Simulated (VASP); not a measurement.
Input of a VASP 6.6.1 run:

INCAR

```
SYSTEM = HoNbSe3
  ALGO = Normal
  EDIFF = 1E-6
  ENCUT = 500
  GGA = PE
  GGA_COMPAT = .False.
  ISIF = 2
  ISMEAR = 0
  LASPH = .True.
  LCHARG = .True.
  LELF = .True.
  LMAXMIX = 6
  LREAL = .False.
  LVHAR = .True.
  LWAVE = .False.
  NBANDS = 28
  NELM = 200
  PREC = Accurate
  SIGMA = 0.1
```

KPOINTS

```
k-points
0
Gamma
  10 10 4
  0 0 0
```

File POSCAR:

```
HoNbSe3
1.0
    4.1878472182      0.0000000000      0.0000000000
    0.0000000000      4.1878472182      0.0000000000
    0.0000000000      0.0000000000      9.7336035046
Ho Nb Se
1 1 3
Direct
    0.0000000000      0.0000000000      0.0000000000
    0.5000000000      0.5000000000      0.0000000000
    0.5000000000      0.5000000000      0.7551279151
    0.5000000000      0.5000000000      0.2448720849
    0.5000000000      0.5000000000      0.5000000000
```

Potentials or basis: VASP PAW PBE potentials, release 64 (Ho_3, Nb_sv, Se), 4f in core.

The run is started by

```bash
$ cat potpaw_PBE.64/Ho_3/POTCAR potpaw_PBE.64/Nb_sv/POTCAR potpaw_PBE.64/Se/POTCAR > POTCAR
$ mpirun -np 1 vasp_std > vasp.out
```

**Question.** What does it give for the band gap on the k mesh?

**Answer.** Zero (bands 20 and 21 overlap by 1.04 eV).

**Question.** Predict the pressure.

**Answer.** 0.0 GPa.

Forces in eV/Å, atoms in the order of the input:
```
Ho   0.000  0.000  0.000
Nb   0.000  0.000  0.000
Se   0.000  0.000  0.011
Se   0.000  0.000 -0.011
Se   0.000  0.000  0.000
```

Caveat: spin-orbit coupling is left out, which moves the levels of the heavy elements; the 4f electrons are frozen in the core, so they carry no moment and show no levels; the run has no spin polarisation, though such a crystal can be magnetic. With open d or f shells a metallic result of PBE can be an artefact of self-interaction; +U or a hybrid may open a gap.
